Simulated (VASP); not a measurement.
Write the native input for VASP 6.6.1 that does the following.

| Quantity | Value |
| --- | --- |
| Task | single point |
| Functional | r2SCAN |
| Potentials or basis | VASP PAW PBE potentials, release 64 (Ga_d, N) |
| Cutoff | 520 eV |
| k mesh | 10 × 10 × 10 |
| Occupations | gaussian, width 0.05 eV |
| Spin | no spin polarisation |
| Dipole correction | no |
| Further INCAR settings | ALGO = Normal; EDIFF = 1e-06; NBANDS = 16 |

Crystal: GaN.

```
Ga N
1.0
     0.00000    2.25350    2.25350
     2.25350    0.00000    2.25350
     2.25350    2.25350    0.00000
Ga N
1 1
Direct
  0.00000 0.00000 0.00000
  0.75000 0.75000 0.77353
```

This cell differs from its parent crystal: all N atoms moved +0.075 Å, as atom 2 along Cartesian [1 1 0].

The input as run:

POSCAR

```
GaN
1.0
    0.0000000000      2.2535006075      2.2535006075
    2.2535006075      0.0000000000      2.2535006075
    2.2535006075      2.2535006075      0.0000000000
Ga N
1 1
Direct
    0.0000000000      0.0000000000      0.0000000000
    0.7500000000      0.7500000000      0.7735336118
```

INCAR.step1

```
SYSTEM = GaN
ALGO     = Normal         ! electronic algorithm
EDIFF    = 1E-4           ! SCF threshold, eV
ENCUT    = 520            ! plane-wave cutoff, eV
GGA      = PE             ! functional
ISMEAR   = 0              ! smearing method
LASPH    = .True.         ! aspherical terms in the spheres
LCHARG   = .False.        ! write CHGCAR
LREAL    = .False.        ! projectors in reciprocal space
LWAVE    = .True.         ! write WAVECAR
NBANDS   = 16             ! bands
NELM     = 100            ! most SCF steps
PREC     = Accurate       ! precision mode
SIGMA    = 0.05           ! smearing width, eV
```

INCAR.step2

```
SYSTEM = GaN
ALGO     = Normal         ! electronic algorithm
EDIFF    = 1E-6           ! SCF threshold, eV
ENCUT    = 520            ! plane-wave cutoff, eV
ISIF     = 2              ! what is computed and relaxed
ISMEAR   = 0              ! smearing method
ISTART   = 1            
LASPH    = .True.         ! aspherical terms in the spheres
LCHARG   = .True.         ! write CHGCAR
LELF     = .True.         ! ELF
LMIXTAU  = .True.       
LREAL    = .False.        ! projectors in reciprocal space
LVHAR    = .True.       
LWAVE    = .False.        ! write WAVECAR
METAGGA  = R2SCAN         ! meta-GGA
NBANDS   = 16             ! bands
NELM     = 100            ! most SCF steps
PREC     = Accurate       ! precision mode
SIGMA    = 0.05           ! smearing width, eV
```

KPOINTS

```
k-points
0
Gamma
  10 10 10
  0 0 0
```

Potentials or basis: VASP PAW PBE potentials, release 64 (Ga_d, N).

Run with:

```bash
$ cat potpaw_PBE.64/Ga_d/POTCAR potpaw_PBE.64/N/POTCAR > POTCAR
$ cp INCAR.step1 INCAR
$ mpirun -np 1 vasp_std > vasp.out
$ cp INCAR.step2 INCAR
$ mpirun -np 1 vasp_std > vasp.out
```

Results of the run:

* Pressure: 0.6 GPa
* Largest force: 0.987 eV/Å
* Band gap on the k mesh: 1.99 eV, direct

Caveat: the cell differs from its parent crystal (all N atoms moved +0.075 Å, as atom 2 along Cartesian [1 1 0]); the PAW data sets were made with another functional, which shifts forces and pressure a little.

Run time: 85 s on 1 thread of Intel(R) Xeon(R) 6975P-C (Granite Rapids) (shared host), peak memory 0.23 GiB.
